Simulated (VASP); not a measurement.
# TlCl (Pm-3m) in VASP: a series of runs, part 2 of 2

VASP 6.6.1.

### 3 Relaxation of cell and atoms, r2SCAN

This run uses another cell than the first one, of 28.18 Å³/atom.

POSCAR reads:

```
TlCl
1.0
    3.8340000000      0.0000000000      0.0000000000
    0.0000000000      3.8340000000      0.0000000000
    0.0000000000      0.0000000000      3.8340000000
Tl Cl
1 1
Direct
    0.0000000000      0.0000000000      0.0000000000
    0.5000000000      0.5000000000      0.5000000000
```

INCAR.step1 reads:

```
SYSTEM = TlCl
PREC = Accurate
ENCUT = 550
ISMEAR = -1
SIGMA = 0.1
LREAL = .False.
LASPH = .True.
NELM = 120
GGA = PE
ALGO = Normal
EDIFF = 1E-5
LWAVE = .True.
LCHARG = .False.
GGA_COMPAT = .False.
IBRION = 2
ISIF = 3
EDIFFG = -0.005
NELMIN = 4
NSW = 100
```

INCAR.step2 reads:

```
SYSTEM = TlCl
PREC = Accurate
ENCUT = 550
EDIFF = 1E-7
ISMEAR = -1
SIGMA = 0.1
LREAL = .False.
LASPH = .True.
NELM = 120
ALGO = Normal
ISIF = 3
LWAVE = .False.
LCHARG = .False.
METAGGA = R2SCAN
LMIXTAU = .True.
IBRION = 2
NSW = 100
EDIFFG = -0.002
ISTART = 1
GGA_COMPAT = .False.
NELMIN = 4
```

KPOINTS reads:

```
regular mesh
0
Gamma
  10 10 10
  0 0 0
```

Potentials or basis: VASP PAW PBE potentials, release 64 (Tl_d, Cl).

Launch:

```console
> cat potpaw_PBE.64/Tl_d/POTCAR potpaw_PBE.64/Cl/POTCAR > POTCAR
> cp INCAR.step1 INCAR
> mpirun -np 1 vasp_std > vasp.out
> cp INCAR.step2 INCAR
> mpirun -np 1 vasp_std > vasp.out
```

OUTCAR:

```text
SYSTEM = TlCl
   PREC = Accurate
   ENCUT = 550
   EDIFF = 1E-7
   ISMEAR = -1
   LREAL = .False.
   LASPH = .True.
   NELM = 120
   ISIF = 3
   METAGGA = R2SCAN
   IBRION = 2
   NSW = 100
   EDIFFG = -0.002
   ISTART = 1
   NELMIN = 4

 ion  position               nearest neighbor table
   1  0.000  0.000  0.000-   2 3.32   2 3.32   2 3.32   2 3.32   2 3.32   2 3.32   2 3.32   2 3.32

   2  0.500  0.500  0.500-   1 3.32   1 3.32   1 3.32   1 3.32   1 3.32   1 3.32   1 3.32   1 3.32

  LATTYP: Found a simple cubic cell.
 ALAT       =     3.8340000000

  Lattice vectors:

 A1 = (   3.8340000000,   0.0000000000,   0.0000000000)
 A2 = (   0.0000000000,   3.8340000000,   0.0000000000)
 A3 = (   0.0000000000,   0.0000000000,   3.8340000000)

Analysis of symmetry for initial positions (statically):
=====================================================================
 Subroutine PRICEL returns:
 Original cell was already a primitive cell.

 Routine SETGRP: Setting up the symmetry group for a
 simple cubic supercell.

 Subroutine GETGRP returns: Found 48 space group operations
 (whereof 48 operations were pure point group operations)
 out of a pool of 48 trial point group operations.

The static configuration has the point symmetry O_h .

Analysis of symmetry for dynamics (positions and initial velocities):
=====================================================================
 Subroutine PRICEL returns:
 Original cell was already a primitive cell.

 Routine SETGRP: Setting up the symmetry group for a
 simple cubic supercell.

 Subroutine GETGRP returns: Found 48 space group operations
 (whereof 48 operations were pure point group operations)
 out of a pool of 48 trial point group operations.

The dynamic configuration has the point symmetry O_h .

 Subroutine INISYM returns: Found 48 space group operations
 (whereof 48 operations are pure point group operations),
 and found     1 'primitive' translations
[... 174 lines left out ...]
  free  energy   TOTEN  =       -61.5496452245 eV

  energy  without entropy=      -61.5496450952  energy(sigma->0) =      -61.54964516

--------------------------------------- Ionic step        2  -------------------------------------------

 number of electron      20.0000005 magnetization

 Free energy of the ion-electron system (eV)
  ---------------------------------------------------
  ext. energy  EPLUGINS =         0.00000000
  ---------------------------------------------------
  free energy    TOTEN  =       -61.54965474 eV

  energy without entropy =      -61.54965461  energy(sigma->0) =      -61.54965468

 E-fermi :   3.7097     XC(G=0):  -9.6231

 val. band max:        2.4091872961   @ k =   0.5000   0.0000   0.0000
 cond. band min:       4.9186374440   @ k =   0.5000   0.0000   0.0000
 fundamental gap:      2.5094501479
 Fermi energy:         3.7096796144

 k-point     1 :       0.0000    0.0000    0.0000
  band No.  band energies     occupation
      1     -11.9965      2.00000
      2      -7.8675      2.00000
      3      -7.8675      2.00000
      4      -7.6174      2.00000
      5      -7.6174      2.00000
      6      -7.6174      2.00000
      7      -2.0941      2.00000
      8       0.8071      2.00000
      9       0.8071      2.00000
     10       0.8071      2.00000
     11      10.7517      0.00000
     12      10.7517      0.00000
     13      10.7517      0.00000
     14      10.7814      0.00000
[... 377 lines left out ...]
      1     -11.8076      2.00000
      2      -7.8319      2.00000
      3      -7.7399      2.00000
      4      -7.6780      2.00000
      5      -7.6609      2.00000
      6      -7.6260      2.00000
      7      -2.6599      2.00000
      8       0.6096      2.00000
      9       0.9536      2.00000
     10       1.9281      2.00000
     11       6.7382      0.00000
     12       9.1244      0.00000
     13       9.7427      0.00000
     14      11.9794      0.00000

 [... further k-points ...]

------------------------ aborting loop because EDIFF is reached ----------------------------------------

  FORCE on cell =-STRESS in cart. coord.  units (eV):
  Direction    XX          YY          ZZ          XY          YZ          ZX
  --------------------------------------------------------------------------------------
  -------------------------------------------------------------------------------------
  Total        0.0016626      0.0016626      0.0016626      0.0000000     -0.0000000      0.0000000
  in kB        0.0472114      0.0472114      0.0472114      0.0000000     -0.0000000      0.0000000
  external PRESSURE =       0.0472114 kB  Pullay stress =       0.0000000 kB

 VOLUME and BASIS-vectors are now :
 -----------------------------------------------------------------------------
  energy-cutoff  :      550.00
  volume of cell :       56.42
      direct lattice vectors                 reciprocal lattice vectors
     3.835425353 -0.000000000  0.000000000     0.260727275 -0.000000000 -0.000000000
     0.000000000  3.835425353 -0.000000000     0.000000000  0.260727275 -0.000000000
     0.000000000  0.000000000  3.835425353    -0.000000000  0.000000000  0.260727275

 POSITION                                       TOTAL-FORCE (eV/Angst)
 -----------------------------------------------------------------------------------
      0.00000      0.00000      0.00000         0.000000      0.000000      0.000000
      1.91771      1.91771      1.91771        -0.000000     -0.000000      0.000000
 -----------------------------------------------------------------------------------
    total drift:                                0.000000     -0.000000     -0.000000

  FREE ENERGIE OF THE ION-ELECTRON SYSTEM (eV)
  ---------------------------------------------------
  free  energy   TOTEN  =       -61.5496547431 eV

  energy  without entropy=      -61.5496546150  energy(sigma->0) =      -61.54965468

 reached required accuracy - stopping structural energy minimisation
```

OUTCAR.step1:

```text
SYSTEM = TlCl
   PREC = Accurate
   ENCUT = 550
   ISMEAR = -1
   LREAL = .False.
   LASPH = .True.
   NELM = 120
   GGA = PE
[... 844 lines left out ...]
  -------------------------------------------------------------------------------------
  Total       -0.0072921     -0.0072921     -0.0072921      0.0000000      0.0000000      0.0000000
  in kB       -0.1978506     -0.1978506     -0.1978506      0.0000000      0.0000000      0.0000000
  external PRESSURE =      -0.1978506 kB  Pullay stress =       0.0000000 kB
[... 17 lines left out ...]
  FREE ENERGIE OF THE ION-ELECTRON SYSTEM (eV)
  ---------------------------------------------------
  free  energy   TOTEN  =        -6.0145029745 eV

  energy  without entropy=       -6.0145023028  energy(sigma->0) =       -6.01450264

 reached required accuracy - stopping structural energy minimisation
```

OSZICAR.step1:

```text
N       E                     dE             d eps       ncg     rms          rms(c)
DAV:   1     0.106972919145E+03    0.10697E+03   -0.10474E+04  1584   0.132E+03
DAV:   2    -0.191103427235E+01   -0.10888E+03   -0.10549E+03  1910   0.268E+02
DAV:   3    -0.638014704238E+01   -0.44691E+01   -0.44618E+01  1796   0.490E+01
[... 44 lines left out ...]
       N       E                     dE             d eps       ncg     rms          rms(c)
DAV:   1    -0.601605396546E+01   -0.15526E-02   -0.29704E-02  1574   0.149E+00    0.234E-01
DAV:   2    -0.601468041700E+01    0.13735E-02   -0.29091E-03  1592   0.420E-01    0.702E-02
DAV:   3    -0.601450311032E+01    0.17731E-03   -0.65121E-04  1574   0.209E-01    0.531E-02
DAV:   4    -0.601450297450E+01    0.13581E-06   -0.20657E-05  1476   0.367E-02
   7 F= -.60145030E+01 E0= -.60145026E+01  d E =-.146878E-04
```

Run time: 3.7 min. Hardware: 1 thread of Intel Xeon Platinum 8488C (Sapphire Rapids), shared host; peak memory 0.21 GiB.

What came out:

| Property | Result |
| --- | --- |
| Free energy | -61.5497 eV |
| Relaxed volume | 28.21 Å³/atom |
| Relaxed cell | a = 3.835 Å, b = 3.835 Å, c = 3.835 Å, α = 90.00°, β = 90.00°, γ = 90.00° |
| Space group after relaxing (to 0.1 Å) | Pm-3m (No. 221) |
| Energy gained by relaxing | 0.0 meV/atom |
| Ionic steps | 2 |
| Pressure after relaxing | 0.0 GPa |
| Band gap on the k mesh | 2.51 eV |

Final structure:
```xyz
2
Lattice="3.8354 0.0000 0.0000 0.0000 3.8354 0.0000 0.0000 0.0000 3.8354" Properties=species:S:1:pos:R:3 pbc="T T T"
Tl    0.0000    0.0000    0.0000
Cl    1.9177    1.9177    1.9177
```

Levels at points of the mesh, in eV from the valence-band top:
```tsv
k point	band 7	band 8	band 9	band 10	band 11	band 12	band 13	band 14
(0.00, 0.00, 0.00)	-4.50	-1.60	-1.60	-1.60	8.34	8.34	8.34	8.37
(0.50, 0.00, 0.00)	-5.50	-1.18	-1.18	0.00	2.51	7.05	7.05	9.35
(0.50, 0.50, 0.00)	-3.33	-3.05	-3.05	-1.13	5.30	5.30	8.98	9.07
(0.50, 0.50, 0.50)	-2.12	-2.11	-2.11	-2.11	2.92	2.92	2.92	13.73
```

Caveat: the PAW data sets were made with another functional, which shifts forces and pressure a little; spin-orbit coupling is left out, which moves the levels of the heavy elements. A k mesh can miss the band edges.
